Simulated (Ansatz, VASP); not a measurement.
## Two plane-wave programs on Ge

The input INCAR:

```
SYSTEM = Ge
ALGO = Fast ; EDIFF = 1E-6
ENCUT = 520 ; GGA = PS
ISIF = 2 ; ISMEAR = 0
LASPH = .TRUE. ; LCHARG = .FALSE.
LREAL = .FALSE. ; LWAVE = .FALSE.
NBANDS = 21 ; NELM = 60
PREC = Accurate ; SIGMA = 0.15
```

Contents of KPOINTS:

```
k-points
0
G
  20 20 20
  0 0 0
```

POSCAR

```
Ge
1.0
   -2.5744897190      2.5744897190      1.3974126432
    2.5744897190     -2.5744897190      1.3974126432
    2.5744897190      2.5744897190     -1.3974126432
Ge
2
Direct
    0.1917360268      0.6917360268      0.3834720536
    0.5000000000      0.5000000000      0.0000000000
```

Input for Ansatz:

```yaml
crystal:
  lattice:
    - [-2.574489719, 2.574489719, 1.3974126432]
    - [2.574489719, -2.574489719, 1.3974126432]
    - [2.574489719, 2.574489719, -1.3974126432]
  atoms:
    - { symbol: Ge, position: [0.1917360268, 0.6917360268, 0.3834720536] }
    - { symbol: Ge, position: [0.5, 0.5, 0.0] }
basis:
  ecutwfc: 420
kpoints:
  mp_grid: { grid: [20, 20, 20] }
hamiltonian:
  xc: pbesol
scf:
  occupations: { method: gaussian, width: 0.15 }
output:
  forces: true
  stress: true
  eigenvalues: true
  write_density: true
  write_potential: true
  elf: true
  volumetric_format: npy
```

Alike in both runs: task single point; functional PBEsol; k mesh 20 × 20 × 20; occupations gaussian, width 0.15 eV; no spin polarisation.

```csv
,VASP,Ansatz
version,VASP 6.6.1,Ansatz 0.2.0
potentials or method,"VASP PAW PBE potentials, release 64 (Ge_d), cutoff 520 eV","scalar-relativistic, plane waves, PAW"
valence electrons in the cell,28,28
```

```tsv
	VASP	Ansatz	Ansatz less VASP
gap on the k mesh at the Fermi level (eV)	none	none	-
pressure (GPa)	5.6	5.6	-0.01
traceless stress, the component that is largest in VASP (GPa)	-2.28	-2.34	-0.054
rms of the force components (eV/Å)	1.096	1.098	+0.0016
```

VASP's potentials were made for PBE, not for PBEsol. Atom by atom the forces differ by 0.002 eV/Å (rms over components). A gap of «none» marks a metal or a gap that the smearing closes.
